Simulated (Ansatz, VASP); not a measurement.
## MgSe in VASP and in Ansatz

```xyz
2
Lattice="0.0000 2.7255 2.7255 2.7255 0.0000 2.7255 2.7255 2.7255 0.0000" Properties=species:S:1:pos:R:3 pbc="T T T"
Mg    0.0000    0.0000    0.0000
Se    2.7255    2.7255    2.7255
```

Alike in both runs: task single point; functional LDA; k mesh 8 × 8 × 8; occupations gaussian, width 0.05 eV; no spin polarisation.

|  | VASP | Ansatz |
| --- | --- | --- |
| version | VASP 6.6.1 | Ansatz 0.2.0 |
| potentials or method | VASP PAW LDA potentials, release 64 (Mg, Se), cutoff 600 eV | scalar-relativistic, plane waves, PAW |
| valence electrons in the cell | 8 | 26 |

|  | VASP | Ansatz | Ansatz less VASP |
| --- | --- | --- | --- |
| gap on the k mesh at the Fermi level (eV) | 1.65 | 1.66 | +0.014 |
| least direct gap on the mesh (eV) | 2.40 | 2.38 | -0.022 |
| pressure (GPa) | -2.4 | -2.1 | +0.30 |

LDA's correlation is that of Perdew and Zunger in VASP and of Perdew and Wang (1992) in Ansatz. VASP's potentials hold 8 valence electrons a cell and Ansatz's 26, so a difference there can come from the potentials and not from the codes.
